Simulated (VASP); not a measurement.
# Cd: single point with LDA

The system is Cd.

```
Cd
1.0
     2.97887    0.00000    0.00000
    -1.48944    2.57978    0.00000
     0.00000    0.00000    5.61765
Cd
2
Direct
  0.66667 0.33333 0.75000
  0.33333 0.66667 0.25000
```

```json
{
 "Program": "VASP 6.6.1",
 "Task": "single point",
 "Functional": "LDA",
 "Potentials or basis": "VASP PAW LDA potentials, release 64 (Cd_sv_GW)",
 "Cutoff": "470 eV",
 "k mesh": "6 × 6 × 3",
 "Occupations": "fermi-dirac, width 0.05 eV",
 "Spin": "no spin polarisation",
 "Dipole correction": "no",
 "k mesh for the DOS": "9 × 9 × 5",
 "Occupations for the DOS": "tetrahedron",
 "Further INCAR settings": "ALGO = Normal; EDIFF = 1e-06; NBANDS = 27"
}
```

The valence electrons inside the program's atomic spheres are Cd 17.70.

Levels at points of the mesh, in eV from the Fermi level:
```csv
k point,band 17,band 18,band 19,band 20,band 21,band 22,band 23,band 24
"(0.00, 0.00, 0.00)",-8.65,-8.40,-8.40,-3.07,-3.02,10.29,13.79,14.58
```

It took 24 s on 1 thread of AMD EPYC 9R45 96-Core Processor (Zen 5), with other jobs on the host, peak memory 0.13 GiB.

Caveat: the k points lie up to 0.41 Å⁻¹ apart.
